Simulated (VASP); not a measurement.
TiBe2H6:

```
Ti Be H
1.0
     0.00000    3.77979    3.77979
     3.77979    0.00000    3.77979
     3.77979    3.77979    0.00000
Ti Be H
1 2 6
Direct
  0.00000 0.00000 0.00000
  0.75000 0.75000 0.75000
  0.25000 0.25000 0.25000
  0.50000 0.00000 0.00000
  0.00000 0.50000 0.50000
  0.00000 0.50000 0.00000
  0.50000 0.00000 0.50000
  0.00000 0.00000 0.50000
  0.50000 0.50000 0.00000
```

This cell differs from its parent crystal: atoms taken out.

| Quantity | Value |
| --- | --- |
| Program | VASP 6.6.1 |
| Task | relaxation of cell and atoms |
| Functional | PBE |
| Potentials or basis | VASP PAW PBE potentials, release 64 (Ti_sv, Be, H) |
| Cutoff | 600 eV |
| k mesh | 4 × 4 × 4 |
| Occupations | gaussian, width 0.1 eV |
| Spin | no spin polarisation |

At the start: pressure -19.5 GPa; volume 12.00 Å³/atom.

Q: How do energy, volume and symmetry change on relaxing?

A: Over 6 steps the energy falls by 518.5 meV/atom and the volume is 6.56 Å³/atom (-45.4 %); space group Fm-3m (No. 225, to 0.1 Å) before and after.

Step by step:
```csv
step,energy change (eV),largest force (eV/Å),pressure (GPa),volume (Å³)
1,0.0000,0.0000,-19.47,108.00
2,-2.5436,0.0000,-18.25,86.77
3,-1.6500,0.0000,68.64,40.08
4,-4.4024,0.0000,-9.52,66.92
5,-4.6575,0.0000,2.27,57.47
6,-4.6669,0.0000,-0.25,59.01
```

Final structure:
```
Ti Be H
1.0
     0.00000    3.09009    3.09009
     3.09009    0.00000    3.09009
     3.09009    3.09009    0.00000
Ti Be H
1 2 6
Direct
  0.00000 0.00000 0.00000
  0.75000 0.75000 0.75000
  0.25000 0.25000 0.25000
  0.50000 0.00000 0.00000
  0.00000 0.50000 0.50000
  0.00000 0.50000 0.00000
  0.50000 0.00000 0.50000
  0.00000 0.00000 0.50000
  0.50000 0.50000 0.00000
```

Caveat: the cell differs from its parent crystal (atoms taken out); the volume moved by over 15 % at a fixed basis, so the end points are rough.
